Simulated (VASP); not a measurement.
# B16HN16 (a cell with a defect) in VASP: single point with PBE+D3(BJ)

Aim: the single point of B16HN16 (a cell with a defect) with PBE+D3(BJ).

Program: VASP 6.6.1. These are calculated values, not measurements. Logs are shortened: lines on timing, memory, paths and dates and some standing lists are left out, and cuts for length are marked.

### Step 1. The cell of the first run

The cell holds a defect, 33 atoms: a = 6.660 Å, b = 6.660 Å, c = 6.660 Å, α = 97.63°, β = 97.63°, γ = 97.63°.

### Step 2. Single point, PBE+D3(BJ)

INCAR

```
SYSTEM = B16HN16
PREC = Accurate ; ENCUT = 520
EDIFF = 1E-6 ; ISMEAR = 0
SIGMA = 0.02 ; LREAL = Auto
LASPH = .True. ; NELM = 80
ALGO = Normal ; ISIF = 2
LWAVE = .False. ; LCHARG = .False.
GGA = PE ; IVDW = 12
NELECT = 130.0 ; NBANDS = 86
```

KPOINTS

```
Automatic mesh
0
Gamma
  2 2 2
  0.5 0.5 0.5
```

POSCAR

```
B16HN16
1.0
   -5.0122276282      2.8938109704      3.2948837601
    0.0000000000     -5.7876219408      3.2948837600
    5.0122276282      2.8938109704      3.2948837601
B N H
16 16 1
Direct
    0.2500789871      0.7486342756      1.0000355491
    0.4918215491      0.4882076287      0.9894767206
    0.7385973056      0.2415242846      0.9896483539
    1.0011318852      0.7508320014      0.2516084639
    0.9990808412      0.9998144874      1.0001179051
    0.2391593475      0.4878945829      0.2414433619
    0.5230351648      0.2735573333      0.2732516168
    0.7623190155      0.7602347161      0.5122497663
    0.7394824911      0.9902471530      0.2427147494
    1.0098297062      0.5110863957      0.5114375371
    0.2393122991      0.2412090214      0.4882630836
    0.5018519519      0.7510130605      0.7512961298
    0.4927852854      0.9902373102      0.4894727862
    0.7616888718      0.5112591300      0.7599577054
    1.0006692895      0.2507798481      0.7506427358
    0.2501475484      0.9997918202      0.7490179481
    0.5680860703      0.0623668905      0.3180457503
    0.8347191625      0.8329480972      0.3351636383
    0.0822400561      0.5834261785      0.3341990838
    0.3266397823      0.0763056704      0.5763367420
    0.3103002940      0.3156440382      0.3159556637
    0.5852821140      0.8329904544      0.5847410372
    0.8651614055      0.6145821430      0.6150666187
    0.0826358531      0.0826411863      0.8325894225
    0.0819737396      0.3335911473      0.5834603412
    0.3333182126      0.8325487778      0.8328815177
    0.5846050231      0.5837651841      0.8325726120
    0.8264365537      0.0763437613      0.0766348131
    0.8337644401      0.3338634847      0.8322523380
    0.0828351475      0.8324573911      0.0831721234
    0.3263254677      0.5756870505      0.0762799604
    0.5664875126      0.3161325279      0.0608712103
    0.6434892445      0.3970467025      0.3944746162
```

Potentials or basis: VASP PAW PBE potentials, release 64 (B, N, H).

Command:

```bash
cat potpaw_PBE.64/B/POTCAR potpaw_PBE.64/N/POTCAR potpaw_PBE.64/H/POTCAR > POTCAR
mpirun -np 1 vasp_std > vasp.out
```

OUTCAR:

```text
SYSTEM = B16HN16
   PREC = Accurate
   ENCUT = 520
   EDIFF = 1E-6
   ISMEAR = 0
   LREAL = Auto
   LASPH = .True.
   NELM = 80
   ISIF = 2
   GGA = PE
   IVDW = 12
   NELECT = 130.0
 IVDW          = 12

 ion  position               nearest neighbor table
   1  0.250  0.749  0.000-  31 1.44  30 1.45  26 1.45
   2  0.492  0.488  0.989-  32 1.42  27 1.46  31 1.46
   3  0.739  0.242  0.990-  32 1.42  29 1.46  28 1.46
   4  0.001  0.751  0.252-  18 1.44  19 1.44  30 1.45
   5  0.999  1.000  0.000-  28 1.44  24 1.45  30 1.45
   6  0.239  0.488  0.241-  21 1.42  19 1.46  31 1.46
   7  0.523  0.274  0.273-  33 1.20  17 1.54  21 1.54  32 1.54
   8  0.762  0.760  0.512-  18 1.45  22 1.45  23 1.45
   9  0.739  0.990  0.243-  17 1.42  18 1.46  28 1.46
  10  0.010  0.511  0.511-  19 1.45  25 1.45  23 1.45
  11  0.239  0.241  0.488-  21 1.42  25 1.46  20 1.46
  12  0.502  0.751  0.751-  22 1.44  27 1.44  26 1.45
  13  0.493  0.990  0.489-  17 1.42  22 1.46  20 1.46
[... 17 lines left out ...]
  31  0.326  0.576  0.076-   1 1.44   2 1.46   6 1.46
  32  0.566  0.316  0.061-   3 1.42   2 1.42   7 1.54
  33  0.643  0.397  0.394-   7 1.20

  LATTYP: Found a trigonal (rhomboedric) cell.
 ALAT       =     6.6597917927
 COS(alpha) =    -0.1328444049

  Lattice vectors:

 A1 = (  -5.0122276282,   2.8938109704,   3.2948837601)
 A2 = (   0.0000000000,  -5.7876219408,   3.2948837600)
 A3 = (   5.0122276282,   2.8938109704,   3.2948837601)

Analysis of symmetry for initial positions (statically):
=====================================================================
 Subroutine PRICEL returns:
 Original cell was already a primitive cell.

 Routine SETGRP: Setting up the symmetry group for a
 trigonal (rhombohedral) supercell.

 Subroutine GETGRP returns: Found  1 space group operations
 (whereof  1 operations were pure point group operations)
 out of a pool of 12 trial point group operations.

The static configuration has the point symmetry C_1 .

Analysis of symmetry for dynamics (positions and initial velocities):
=====================================================================
 Subroutine PRICEL returns:
 Original cell was already a primitive cell.

 Routine SETGRP: Setting up the symmetry group for a
 trigonal (rhombohedral) supercell.

 Subroutine GETGRP returns: Found  1 space group operations
 (whereof  1 operations were pure point group operations)
 out of a pool of 12 trial point group operations.

The dynamic configuration has the point symmetry C_1 .

 Subroutine INISYM returns: Found  1 space group operations
 (whereof  1 operations are pure point group operations),
 and found     1 'primitive' translations

----------------------------------------------------------------------------------------

                                     Primitive cell

  volume of cell :     286.7426

  direct lattice vectors                    reciprocal lattice vectors
    -5.012227628  2.893810970  3.294883760    -0.099756044  0.057594179  0.101166948
     0.000000000 -5.787621941  3.294883760     0.000000000 -0.115188358  0.101166948
     5.012227628  2.893810970  3.294883760     0.099756044  0.057594179  0.101166948

  length of vectors
     6.659791793  6.659791793  6.659791793     0.153307238  0.153307238  0.153307238

  position of ions in fractional coordinates (direct lattice)
     0.250078987  0.748634276  0.000035549
     0.491821549  0.488207629  0.989476721
     0.738597306  0.241524285  0.989648354
     0.001131885  0.750832001  0.251608464
     0.999080841  0.999814487  0.000117905
     0.239159347  0.487894583  0.241443362
[... 25 lines left out ...]
     0.566487513  0.316132528  0.060871210
     0.643489245  0.397046702  0.394474616

  ion indices of the primitive-cell ions
   primitive index   ion index
                 1           1
                 2           2
                 3           3
                 4           4
                 5           5
                 6           6
[... 25 lines left out ...]
                32          32
                33          33

----------------------------------------------------------------------------------------

 KPOINTS: Automatic mesh

Automatic generation of k-mesh.
 Grid dimensions read from file:
 generate k-points for:    2    2    2

 Generating k-lattice:

  Cartesian coordinates                     Fractional coordinates (reciprocal lattice)
    -0.049878022  0.028797089  0.050583474     0.500000000  0.000000000  0.000000000
     0.000000000 -0.057594179  0.050583474     0.000000000  0.500000000  0.000000000
     0.049878022  0.028797089  0.050583474     0.000000000  0.000000000  0.500000000

  Length of vectors
     0.076653619  0.076653619  0.076653619

  Shift w.r.t. Gamma in fractional coordinates (k-lattice)
     0.500000000  0.500000000  0.500000000

 Subroutine IBZKPT returns following result:
 ===========================================

 Found      4 irreducible k-points:

 Following reciprocal coordinates:
            Coordinates               Weight
  0.250000  0.250000  0.250000      2.000000
 -0.250000  0.250000  0.250000      2.000000
  0.250000 -0.250000  0.250000      2.000000
  0.250000  0.250000 -0.250000      2.000000
   k-points           NKPTS =      4   k-points in BZ     NKDIM =      4   number of bands    NBANDS=     86
   number of dos      NEDOS =    301   number of ions     NIONS =     33
   total plane-waves  NPLWV = 125000
   dimension x,y,z NGX =    50 NGY =   50 NGZ =   50
   dimension x,y,z NGXF=   100 NGYF=  100 NGZF=  100
   ions per type =              16  16   1
   NGX,Y,Z   is equivalent  to a cutoff of  12.48, 12.48, 12.48 a.u.
   NGXF,Y,Z  is equivalent  to a cutoff of  24.96, 24.96, 24.96 a.u.
 SYSTEM =  B16HN16
   PREC   = accura    normal or accurate (medium, high low for compatibility)
   ISTART =      0    job   : 0-new  1-cont  2-samecut
   ICHARG =      2    charge: 1-file 2-atom 10-const
   ISPIN  =      1    spin polarized calculation?
   LNONCOLLINEAR =      F non collinear calculations
   LSORBIT =      F    spin-orbit coupling
   LASPH  =      T    aspherical Exc in radial PAW
   ENCUT  =  520.0 eV  38.22 Ry    6.18 a.u.  12.38 12.38 12.38*2*pi/ulx,y,z
   NELM   =     80;   NELMIN=  2; NELMDL= -5     # of ELM steps
   EDIFF  = 0.1E-05   stopping-criterion for ELM
   LREAL  =      T    real-space projection
   EDIFFG = 0.1E-04   stopping-criterion for IOM
   NSW    =      0    number of steps for IOM
   IBRION =     -1    ionic relax: 0-MD 1-quasi-New 2-CG
   NFREE  =      0    steps in history (QN), initial steepest desc. (CG)
   ISIF   =      2    stress and relaxation
   ISYM   =      2    0-nonsym 1-usesym 2-fastsym
   POTIM  = 0.5000    time-step for ionic-motion
   TEBEG  =    0.0;   TEEND  =   0.0 temperature during run
   PSTRESS=    0.0 pullay stress
   NELECT =     130.0000    total number of electrons
   NUPDOWN=      -1.0000    fix difference up-down
   EMIN   =  10.00;   EMAX   =-10.00  energy-range for DOS
   EFERMI =   0.00;   METHOD = LEGACY
   ISMEAR =     0;   SIGMA  =   0.02  broadening in eV -4-tet -1-fermi 0-gaus
   EFERMI_NEDOS =   21; number of points for ismear=-14 and -15
   IALGO  =     38    algorithm
   IMIX   =      4    mixing-type and parameters
     AMIX     =   0.40;   BMIX     =  1.00
     AMIX_MAG =   1.60;   BMIX_MAG =  1.00
  volume/ion in A,a.u.               =       8.69        58.64
  Fermi-wavevector in a.u.,A,eV,Ry     =   1.257646  2.376607 21.519984  1.581674
  Thomas-Fermi vector in A             =   2.391295
   LORBIT       =      0    0 simple, 1 ext, 2 COOP (PROOUT), +10 PAW based schemes
   GGA     = PE    functional components
   LHFCALC =     F    Hartree Fock is set to
   AEXX    =    0.0000 exact exchange contribution
   IVDW    =    12    specifies the selected vdW correction
   LEPSILON=     F    determine dielectric tensor
   LRPA    =     F    only Hartree local field effects (RPA)
 non-spin polarized calculation
 Gauss-broadening in eV      SIGMA  =   0.02
  energy-cutoff  :      520.00
  volume of cell :      286.74
 maximum number of plane-waves:      7728
 NGX is ok and might be reduce to    50
   NGX = 25   NGY = 25   NGZ = 25

 number of electron     130.0000033 magnetization

 Free energy of the ion-electron system (eV)
  ---------------------------------------------------
  ext. energy  EPLUGINS =         0.00000000
  ---------------------------------------------------
  free energy    TOTEN  =      -278.33701005 eV

  energy without entropy =     -278.33701005  energy(sigma->0) =     -278.33701005

 E-fermi :   3.7433     XC(G=0): -10.2601

 val. band max:        3.5871011502   @ k =   0.2500   0.2500   0.2500
 cond. band min:       7.0787429161   @ k =  -0.2500   0.2500   0.2500
 fundamental gap:      3.4916417659
 Fermi energy:         3.7432519623

 k-point     1 :       0.2500    0.2500    0.2500
  band No.  band energies     occupation
      1     -15.3100      2.00000
      2     -14.3072      2.00000
      3     -14.3072      2.00000
      4     -14.2808      2.00000
      5     -14.0134      2.00000
      6     -14.0131      2.00000
[... 69 lines left out ...]
     76       9.5054      0.00000
     77      10.1760      0.00000

 k-point     2 :      -0.2500    0.2500    0.2500
  band No.  band energies     occupation
      1     -15.1617      2.00000
      2     -14.8587      2.00000
      3     -14.4501      2.00000
      4     -14.3126      2.00000
      5     -13.4774      2.00000
      6     -13.4269      2.00000
[... 69 lines left out ...]
     76       9.7233      0.00000
     77       9.7506      0.00000

 k-point     3 :       0.2500   -0.2500    0.2500
  band No.  band energies     occupation
      1     -15.1618      2.00000
      2     -14.8584      2.00000
      3     -14.4500      2.00000
      4     -14.3128      2.00000
      5     -13.4777      2.00000
      6     -13.4278      2.00000
[... 69 lines left out ...]
     76       9.7268      0.00000
     77       9.7495      0.00000

 k-point     4 :       0.2500    0.2500   -0.2500
  band No.  band energies     occupation
      1     -15.1617      2.00000
      2     -14.8587      2.00000
      3     -14.4501      2.00000
      4     -14.3126      2.00000
      5     -13.4776      2.00000
      6     -13.4271      2.00000
[... 69 lines left out ...]
     76       9.7242      0.00000
     77       9.7504      0.00000
 [bands above 77 left out]

------------------------ aborting loop because EDIFF is reached ----------------------------------------

 Edisp (eV)   -4.67095

 E8    (eV) :    -1.3635

  FORCE on cell =-STRESS in cart. coord.  units (eV):
  Direction    XX          YY          ZZ          XY          YZ          ZX
  --------------------------------------------------------------------------------------
  -------------------------------------------------------------------------------------
  Total       7.22256     7.13358    11.64502    -0.01355     0.04182    -0.01367
  in kB      40.35611    39.85896    65.06669    -0.07569     0.23367    -0.07637
  external pressure =       48.43 kB  Pullay stress =        0.00 kB

 VOLUME and BASIS-vectors are now :
 -----------------------------------------------------------------------------
  energy-cutoff  :      520.00
  volume of cell :      286.74
      direct lattice vectors                 reciprocal lattice vectors
    -5.012227628  2.893810970  3.294883760    -0.099756044  0.057594179  0.101166948
     0.000000000 -5.787621941  3.294883760     0.000000000 -0.115188358  0.101166948
     5.012227628  2.893810970  3.294883760     0.099756044  0.057594179  0.101166948

 POSITION                                       TOTAL-FORCE (eV/Angst)
 -----------------------------------------------------------------------------------
     -1.25327     -3.60903      3.29076        -0.000019      0.006021     -0.003000
      2.49436      1.46104      6.48929         0.002241      0.008599     -0.007987
      1.25833      3.60337      6.49016        -0.001939      0.002444     -0.013382
      1.25545     -3.61415      3.30665        -0.006729     -0.001349      0.005674
     -5.00703     -2.89506      6.58652         0.005653     -0.000616      0.003507
      0.01145     -1.43298      3.19109        -0.004052      0.005917     -0.006892
[... 25 lines left out ...]
     -2.53426     -0.01420      3.10869         0.004146     -0.007218      0.016556
     -1.24812      0.70572      4.72819        -0.002228      0.006944      0.017199
 -----------------------------------------------------------------------------------
    total drift:                               -0.000761     -0.000051     -0.003762

  FREE ENERGIE OF THE ION-ELECTRON SYSTEM (eV)
  ---------------------------------------------------
  free  energy   TOTEN  =      -283.0079573456 eV

  energy  without entropy=     -283.0079573456  energy(sigma->0) =     -283.00795735
```

Wall time 2.5 min (1 thread of Intel Xeon Platinum 8259CL at 2.50GHz (Skylake/Cascade Lake), shared host); peak memory 0.37 GiB.

What came out:

```
Free energy                : -283.0080 eV
Largest force              : 0.019 eV/Å
Dispersion energy per atom : -0.142 eV
```

Forces on the atoms (eV/Å):
```
B    0.000  0.006 -0.003
B    0.002  0.009 -0.008
B   -0.002  0.002 -0.013
B   -0.007 -0.001  0.006
B    0.006 -0.001  0.004
B   -0.004  0.006 -0.007
B   -0.006  0.008 -0.016
B    0.002 -0.007 -0.001
B    0.001 -0.008 -0.004
B    0.002  0.004  0.001
B    0.001  0.002 -0.013
B    0.003  0.000  0.003
B   -0.006 -0.010 -0.006
B    0.004  0.003  0.004
B    0.001  0.003  0.008
B   -0.004 -0.002  0.004
N    0.003  0.005 -0.003
N   -0.001  0.007 -0.011
N    0.004 -0.007  0.001
N    0.006  0.004  0.001
N   -0.004 -0.003  0.017
N    0.002  0.007 -0.008
N   -0.001 -0.005  0.010
N   -0.001  0.002 -0.008
N    0.003 -0.002  0.009
N    0.003 -0.004 -0.003
N   -0.003 -0.006 -0.005
N   -0.002  0.003  0.003
N   -0.004 -0.002  0.003
N   -0.002 -0.004 -0.003
N    0.002 -0.007  0.004
N    0.004 -0.007  0.017
H   -0.002  0.007  0.017
```

Levels at points of the mesh, in eV from the Fermi level:
| k point | band 61 | band 62 | band 63 | band 64 | band 65 | band 66 | band 67 | band 68 | band 69 | band 70 |
| --- | --- | --- | --- | --- | --- | --- | --- | --- | --- | --- |
| (0.25, 0.25, 0.25) | -2.49 | -2.49 | -2.04 | -2.03 | -0.16 | 3.46 | 3.46 | 3.58 | 4.13 | 4.13 |

Caveat: the cell carries a net charge on a neutralising background, which shifts energy and pressure; the cell is charged against a uniform background, so pressure and absolute levels hang on convention.
